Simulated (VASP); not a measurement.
# Al (Immm) in VASP: relaxation of cell and atoms with PBE

Aim: the relaxation of cell and atoms of Al with PBE.

All numbers are computed with VASP 6.6.1; they aren't measurements. Logs are shortened: lines on timing, memory, paths and dates and some standing lists are left out, and cuts for length are marked.

### Step 1. The cell of the first run

The structure is orthorhombic, space group Immm (No. 71). The conventional cell has a = 2.820 Å, b = 5.778 Å, c = 8.623 Å, α = 90.00°, β = 90.00°, γ = 90.00°. Within 3.6 Å of Al (site symmetry m2m) lie 10 Al at 2.72 to 3.05 Å. Within 3.8 Å of Al (site symmetry mm2) lie 13 Al at 2.79 to 3.76 Å.

The cell was generated, and may not be a known phase.

### Step 2. Relaxation of cell and atoms, PBE

INCAR reads:

```
SYSTEM = Al
PREC = Accurate
ENCUT = 600
EDIFF = 1E-6
ISMEAR = 0
SIGMA = 0.1
LREAL = .FALSE.
LASPH = .TRUE.
NELM = 80
ALGO = Fast
ISIF = 3
LWAVE = .FALSE.
LCHARG = .FALSE.
GGA = PE
IBRION = 2
NSW = 100
EDIFFG = -0.01
```

KPOINTS reads:

```
Automatic mesh
0
G
  18 18 18
  0 0 0
```

POSCAR reads:

```
Al
1.0
   -1.4098498399      2.8887584353      4.3113428125
    1.4098498399     -2.8887584353      4.3113428125
    1.4098498399      2.8887584353     -4.3113428125
Al
4
Direct
    0.7356324624      0.0000000000      0.7356324624
    0.2643675376      0.0000000000      0.2643675376
    0.2180420673      0.7180420673      0.5000000000
    0.7819579327      0.2819579327      0.5000000000
```

Potentials or basis: VASP PAW PBE potentials, release 64 (Al).

Command:

```sh
> cat potpaw_PBE.64/Al/POTCAR > POTCAR
> mpirun -np 1 vasp_std > vasp.out
```

OUTCAR:

```text
SYSTEM = Al
   PREC = Accurate
   ENCUT = 600
   EDIFF = 1E-6
   ISMEAR = 0
   LREAL = .FALSE.
   LASPH = .TRUE.
   NELM = 80
   ISIF = 3
   GGA = PE
   IBRION = 2
   NSW = 100
   EDIFFG = -0.01

 ion  position               nearest neighbor table
   1  0.736  0.000  0.736-   2 2.72   4 2.79   3 2.79   3 2.80   4 2.80   4 2.80   3 2.80   2 3.05

   2  0.264  0.000  0.264-   1 2.72   4 2.79   3 2.79   3 2.80   4 2.80   3 2.80   4 2.80   1 3.05

   3  0.218  0.718  0.500-   1 2.79   2 2.79   1 2.80   2 2.80   2 2.80   1 2.80   4 3.26   4 3.26
                             4 3.26   4 3.26
   4  0.782  0.282  0.500-   1 2.79   2 2.79   2 2.80   2 2.80   1 2.80   1 2.80   3 3.26   3 3.26
                             3 3.26   3 3.26

  LATTYP: Found a body centered orthorhombic cell.
 ALAT       =     2.8196996798
 B/A-ratio  =     2.0489830573
 C/A-ratio  =     3.0580156060

  Lattice vectors:

 A1 = (  -1.4098498399,   2.8887584353,   4.3113428125)
 A2 = (   1.4098498399,  -2.8887584353,   4.3113428125)
 A3 = (   1.4098498399,   2.8887584353,  -4.3113428125)

Analysis of symmetry for initial positions (statically):
=====================================================================
 Subroutine PRICEL returns:
 Original cell was already a primitive cell.

 Routine SETGRP: Setting up the symmetry group for a
 body centered orthorhombic supercell.

 Subroutine GETGRP returns: Found  8 space group operations
 (whereof  8 operations were pure point group operations)
 out of a pool of  8 trial point group operations.

The static configuration has the point symmetry D_2h.

Analysis of symmetry for dynamics (positions and initial velocities):
=====================================================================
 Subroutine PRICEL returns:
 Original cell was already a primitive cell.

 Routine SETGRP: Setting up the symmetry group for a
 body centered orthorhombic supercell.

 Subroutine GETGRP returns: Found  8 space group operations
 (whereof  8 operations were pure point group operations)
 out of a pool of  8 trial point group operations.

The dynamic configuration has the point symmetry D_2h.

 Subroutine INISYM returns: Found  8 space group operations
 (whereof  8 operations are pure point group operations),
 and found     1 'primitive' translations

----------------------------------------------------------------------------------------

                                     Primitive cell

  volume of cell :      70.2355

  direct lattice vectors                    reciprocal lattice vectors
    -1.409849840  2.888758435  4.311342813     0.000000000  0.173084739  0.115973148
     1.409849840 -2.888758435  4.311342813     0.354647698  0.000000000  0.115973148
     1.409849840  2.888758435 -4.311342813     0.354647698  0.173084739  0.000000000

  length of vectors
     5.377757778  5.377757778  5.377757778     0.208346102  0.373128344  0.394630608

  position of ions in fractional coordinates (direct lattice)
     0.735632462  0.000000000  0.735632462
     0.264367538  0.000000000  0.264367538
     0.218042067  0.718042067  0.500000000
     0.781957933  0.281957933  0.500000000

  ion indices of the primitive-cell ions
   primitive index   ion index
                 1           1
                 2           2
                 3           3
                 4           4

----------------------------------------------------------------------------------------

 KPOINTS: Automatic mesh

Automatic generation of k-mesh.
 Grid dimensions read from file:
 generate k-points for:   18   18   18

 Generating k-lattice:

  Cartesian coordinates                     Fractional coordinates (reciprocal lattice)
     0.000000000  0.009615819  0.006442953     0.055555556 -0.000000000  0.000000000
     0.019702650  0.000000000  0.006442953     0.000000000  0.055555556 -0.000000000
     0.019702650  0.009615819  0.000000000     0.000000000 -0.000000000  0.055555556

  Length of vectors
     0.011574783  0.020729352  0.021923923

  Shift w.r.t. Gamma in fractional coordinates (k-lattice)
     0.000000000  0.000000000  0.000000000

 Subroutine IBZKPT returns following result:
 ===========================================

 Found    865 irreducible k-points:

 Following reciprocal coordinates:
            Coordinates               Weight
  0.000000  0.000000  0.000000      1.000000
  0.055556 -0.000000  0.000000      4.000000
  0.111111 -0.000000  0.000000      4.000000
  0.166667 -0.000000  0.000000      4.000000
  0.222222  0.000000  0.000000      4.000000
  0.277778  0.000000  0.000000      4.000000
[... 16 lines left out ...]
 -0.333333  0.055556 -0.000000      8.000000
 -0.277778  0.055556 -0.000000      8.000000
 [... further k-points ...]
   k-points           NKPTS =    865   k-points in BZ     NKDIM =    865   number of bands    NBANDS=     10
   number of dos      NEDOS =    301   number of ions     NIONS =      4
   total plane-waves  NPLWV = 110592
   dimension x,y,z NGX =    48 NGY =   48 NGZ =   48
   dimension x,y,z NGXF=    96 NGYF=   96 NGZF=   96
   ions per type =               4
   NGX,Y,Z   is equivalent  to a cutoff of  14.84, 14.84, 14.84 a.u.
   NGXF,Y,Z  is equivalent  to a cutoff of  29.68, 29.68, 29.68 a.u.
 SYSTEM =  Al
   PREC   = accura    normal or accurate (medium, high low for compatibility)
   ISTART =      0    job   : 0-new  1-cont  2-samecut
   ICHARG =      2    charge: 1-file 2-atom 10-const
   ISPIN  =      1    spin polarized calculation?
   LNONCOLLINEAR =      F non collinear calculations
   LSORBIT =      F    spin-orbit coupling
   LASPH  =      T    aspherical Exc in radial PAW
   ENCUT  =  600.0 eV  44.10 Ry    6.64 a.u.  10.74 10.74 10.74*2*pi/ulx,y,z
   NELM   =     80;   NELMIN=  2; NELMDL= -5     # of ELM steps
   EDIFF  = 0.1E-05   stopping-criterion for ELM
   LREAL  =      F    real-space projection
   EDIFFG = -.1E-01   stopping-criterion for IOM
   NSW    =    100    number of steps for IOM
   IBRION =      2    ionic relax: 0-MD 1-quasi-New 2-CG
   NFREE  =      1    steps in history (QN), initial steepest desc. (CG)
   ISIF   =      3    stress and relaxation
   ISYM   =      2    0-nonsym 1-usesym 2-fastsym
   POTIM  = 0.5000    time-step for ionic-motion
   TEBEG  =    0.0;   TEEND  =   0.0 temperature during run
   PSTRESS=    0.0 pullay stress
   NELECT =      12.0000    total number of electrons
   NUPDOWN=      -1.0000    fix difference up-down
   EMIN   =  10.00;   EMAX   =-10.00  energy-range for DOS
   EFERMI =   0.00;   METHOD = LEGACY
   ISMEAR =     0;   SIGMA  =   0.10  broadening in eV -4-tet -1-fermi 0-gaus
   EFERMI_NEDOS =   21; number of points for ismear=-14 and -15
   IALGO  =     68    algorithm
   IMIX   =      4    mixing-type and parameters
     AMIX     =   0.40;   BMIX     =  1.00
     AMIX_MAG =   1.60;   BMIX_MAG =  1.00
  volume/ion in A,a.u.               =      17.56       118.49
  Fermi-wavevector in a.u.,A,eV,Ry     =   0.908412  1.716650 11.227705  0.825213
  Thomas-Fermi vector in A             =   2.032336
   LORBIT       =      0    0 simple, 1 ext, 2 COOP (PROOUT), +10 PAW based schemes
   GGA     = PE    functional components
   LHFCALC =     F    Hartree Fock is set to
   AEXX    =    0.0000 exact exchange contribution
   IVDW    =     0    specifies the selected vdW correction
   LEPSILON=     F    determine dielectric tensor
   LRPA    =     F    only Hartree local field effects (RPA)
 conjugate gradient relaxation of ions
 non-spin polarized calculation
 RMM-DIIS sequential band-by-band and
 Gauss-broadening in eV      SIGMA  =   0.10
  energy-cutoff  :      600.00
  volume of cell :       70.24
 maximum number of plane-waves:      2379
 NGX is ok and might be reduce to    48
   NGX = 21   NGY = 21   NGZ = 21

--------------------------------------- Ionic step        1  -------------------------------------------

 number of electron      12.0000000 magnetization

 Free energy of the ion-electron system (eV)
  ---------------------------------------------------
  ext. energy  EPLUGINS =         0.00000000
  ---------------------------------------------------
  free energy    TOTEN  =       -14.64702665 eV

  energy without entropy =      -14.63870357  energy(sigma->0) =      -14.64286511

------------------------ aborting loop because EDIFF is reached ----------------------------------------

  FORCE on cell =-STRESS in cart. coord.  units (eV):
  Direction    XX          YY          ZZ          XY          YZ          ZX
  --------------------------------------------------------------------------------------
  -------------------------------------------------------------------------------------
  Total       -0.0973109     -0.3661503      0.4506450      0.0000000      0.0000000      0.0000000
  in kB       -2.2198073     -8.3524401     10.2798899      0.0000000      0.0000000      0.0000000
  external PRESSURE =      -0.0974525 kB  Pullay stress =       0.0000000 kB
[... 95 lines left out ...]
  FREE ENERGIE OF THE ION-ELECTRON SYSTEM (eV)
  ---------------------------------------------------
  free  energy   TOTEN  =       -14.6565801916 eV

  energy  without entropy=      -14.6489782142  energy(sigma->0) =      -14.65277920

 E-fermi :   7.4293     XC(G=0): -10.0020

 val. band max:        7.4290926289   @ k =  -0.4444   0.5000   0.3333
 cond. band min:       7.4305321368   @ k =  -0.2222  -0.1667   0.0556
 fundamental gap:      0.0014395079
 Fermi energy:         7.4292506138

 k-point     1 :       0.0000    0.0000    0.0000
  band No.  band energies     occupation
      1      -3.3568      2.00000
      2       2.9183      2.00000
      3       2.9705      2.00000
      4       3.0995      2.00000
      5       3.2088      2.00000
      6       4.0203      2.00000
      7       4.3406      2.00000
      8      14.1589      0.00000
      9      14.3233      0.00000
     10      15.7595      0.00000
[... 287 lines left out ...]
 k-point    24 :      -0.2778    0.0556   -0.0000
  band No.  band energies     occupation
      1      -2.8495      2.00000
      2       0.2751      2.00000
      3       1.8704      2.00000
      4       2.8855      2.00000
      5       5.3312      2.00000
      6       6.0662      2.00000
      7       6.9600      2.00000
      8      10.2323      0.00000
      9      12.7017      0.00000
     10      14.1365      0.00000

 [... further k-points ...]

[... ionic steps 4 to 9 ...]

--------------------------------------- Ionic step       10  -------------------------------------------

 number of electron      12.0000000 magnetization

------------------------ aborting loop because EDIFF is reached ----------------------------------------
[... 71 lines left out ...]
--------------------------------------- Ionic step       12  -------------------------------------------

 number of electron      12.0000000 magnetization

 Free energy of the ion-electron system (eV)
  ---------------------------------------------------
  ext. energy  EPLUGINS =         0.00000000
  ---------------------------------------------------
  free energy    TOTEN  =       -14.66713673 eV

  energy without entropy =      -14.65934066  energy(sigma->0) =      -14.66323869

 E-fermi :   7.3819     XC(G=0):  -9.9842

 val. band max:        7.3792024332   @ k =   0.2778   0.1111   0.0000
 cond. band min:       7.3825123374   @ k =   0.2778  -0.1111   0.0556
 fundamental gap:      0.0033099043
 Fermi energy:         7.3818711756

 k-point     1 :       0.0000    0.0000    0.0000
  band No.  band energies     occupation
      1      -3.3725      2.00000
      2       2.9246      2.00000
      3       2.9902      2.00000
      4       3.1611      2.00000
      5       3.1825      2.00000
      6       3.9390      2.00000
      7       4.2549      2.00000
      8      14.3094      0.00000
      9      14.3966      0.00000
     10      15.5490      0.00000
[... 330 lines left out ...]
  FREE ENERGIE OF THE ION-ELECTRON SYSTEM (eV)
  ---------------------------------------------------
  free  energy   TOTEN  =       -14.6671367286 eV

  energy  without entropy=      -14.6593406574  energy(sigma->0) =      -14.66323869

 reached required accuracy - stopping structural energy minimisation
```

Run time: 2.9 h. Hardware: 1 thread of AMD EPYC 9755, shared host; peak memory 0.77 GiB.

What came out:

- Free energy: -14.6671 eV
- Relaxed volume: 17.40 Å³/atom
- Relaxed cell: a = 5.443 Å, b = 5.443 Å, c = 5.443 Å, α = 150.16°, β = 118.54°, γ = 69.81°
- Space group after relaxing (to 0.1 Å): Immm (No. 71)
- Energy gained by relaxing: 5.0 meV/atom
- Ionic steps: 12
- Pressure after relaxing: 0.0 GPa
- Band gap on the k mesh: zero (bands 6 and 7 overlap by 5.25 eV)

Forces in eV/Å, atoms in the order of the input:
```
Al   0.000  0.003  0.000
Al   0.000 -0.003  0.000
Al   0.000  0.000  0.003
Al   0.000  0.000 -0.003
```

Step by step:
| step | energy change (eV) | largest force (eV/Å) | pressure (GPa) | volume (Å³) |
| --- | --- | --- | --- | --- |
| 1 | 0.0000 | 0.0511 | -0.01 | 70.24 |
| 2 | -0.0041 | 0.0483 | -0.08 | 70.22 |
| 3 | -0.0096 | 0.1478 | -0.22 | 70.16 |
| 4 | -0.0127 | 0.1051 | 0.11 | 69.76 |
| 5 | -0.0140 | 0.1086 | 0.58 | 69.23 |
| 6 | -0.0160 | 0.1047 | 0.39 | 69.36 |
| 7 | -0.0180 | 0.0947 | 0.00 | 69.65 |
| 8 | -0.0192 | 0.0641 | -0.04 | 69.66 |
| 9 | -0.0197 | 0.0237 | -0.08 | 69.68 |
| 10 | -0.0200 | 0.0174 | 0.01 | 69.59 |
| 11 | -0.0201 | 0.0106 | 0.10 | 69.50 |
| 12 | -0.0201 | 0.0028 | -0.01 | 69.61 |

Final structure:
```yaml
crystal:
  lattice:
    - [-1.40161, 2.78122, 4.46396]
    - [1.40161, -2.78122, 4.46396]
    - [1.40161, 2.78122, -4.46396]
  atoms:
    - { symbol: Al, position: [0.74241, 0.00000, 0.74241] }
    - { symbol: Al, position: [0.25759, 0.00000, 0.25759] }
    - { symbol: Al, position: [0.22464, 0.72464, 0.50000] }
    - { symbol: Al, position: [0.77536, 0.27536, 0.50000] }
```

Caveat: the highest band is partly filled, so the run has too few bands.
